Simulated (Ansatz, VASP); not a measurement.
One calculation of Li3Ta2O, two programs

INCAR

```
PREC = Accurate
ENCUT = 600
EDIFF = 1E-6
ISMEAR = 0
SIGMA = 0.1
LREAL = F
LASPH = T
NELM = 100
ALGO = Normal
ISIF = 3
LWAVE = F
LCHARG = F
GGA = PE
IBRION = 2
NSW = 100
EDIFFG = -0.01
```

File KPOINTS:

```
regular mesh
0
Gamma
  10 10 6
```

The input POSCAR:

```
Li3Ta2O
1.0
    4.1252668943      0.0000000000      0.0000000000
    0.0000000000      4.1252668943      0.0000000000
    0.0000000000      0.0000000000      6.1470169305
Li Ta O
3 2 1
Direct
    0.0000000000      0.0000000000      0.3128846537
    0.0000000000      0.0000000000      0.6871153463
    0.5000000000      0.5000000000      0.5000000000
    0.5000000000      0.0000000000      0.0000000000
    0.0000000000      0.5000000000      0.0000000000
    0.5000000000      0.5000000000      0.0000000000
```

Input for Ansatz:

```yaml
crystal:
  lattice:
    - [4.1252668943, 0.0, 0.0]
    - [0.0, 4.1252668943, 0.0]
    - [0.0, 0.0, 6.1470169305]
  atoms:
    - { symbol: Li, position: [0.0, 0.0, 0.3128846537] }
    - { symbol: Li, position: [0.0, 0.0, 0.6871153463] }
    - { symbol: Li, position: [0.5, 0.5, 0.5] }
    - { symbol: Ta, position: [0.5, 0.0, 0.0] }
    - { symbol: Ta, position: [0.0, 0.5, 0.0] }
    - { symbol: O, position: [0.5, 0.5, 0.0] }
basis:
  ecutwfc: 420
kpoints:
  mp_grid: { grid: [10, 10, 6] }
hamiltonian:
  xc: pbe
scf:
  occupations: { method: gaussian, width: 0.1 }
output:
  forces: true
  stress: true
  eigenvalues: true
relax:
  adjacent_minimum: "off"
  f_tol: 0.01
  max_steps: 80
  cell: { stress_tol: 0.05 }
```

Alike in both runs: task relaxation of cell and atoms; functional PBE; k mesh 10 × 10 × 6; occupations gaussian, width 0.1 eV; no spin polarisation.

```csv
,VASP,Ansatz
version,VASP 6.6.1,Ansatz 0.2.0
potentials or method,"VASP PAW PBE potentials, release 64 (Li_sv, Ta_pv, O), cutoff 600 eV","scalar-relativistic, plane waves, PAW"
valence electrons in the cell,37,41
```

|  | VASP | Ansatz | Ansatz less VASP |
| --- | --- | --- | --- |
| gap on the k mesh at the Fermi level, each at its own relaxed structure (eV) | none | none | - |
| relaxed volume (Å³/atom) | 17.53 | 17.62 | +0.091 |
| relaxed cell length with the largest relative difference (Å) | 6.195 | 6.242 | +0.0471 |

A gap of «none» marks a metal or a gap that the smearing closes. VASP's potentials hold 37 valence electrons a cell and Ansatz's 41, so a difference there can come from the potentials and not from the codes.

Spin-orbit coupling is off throughout. Noted on VASP's run: the cutoff is short for stress, so the pressure is rough.
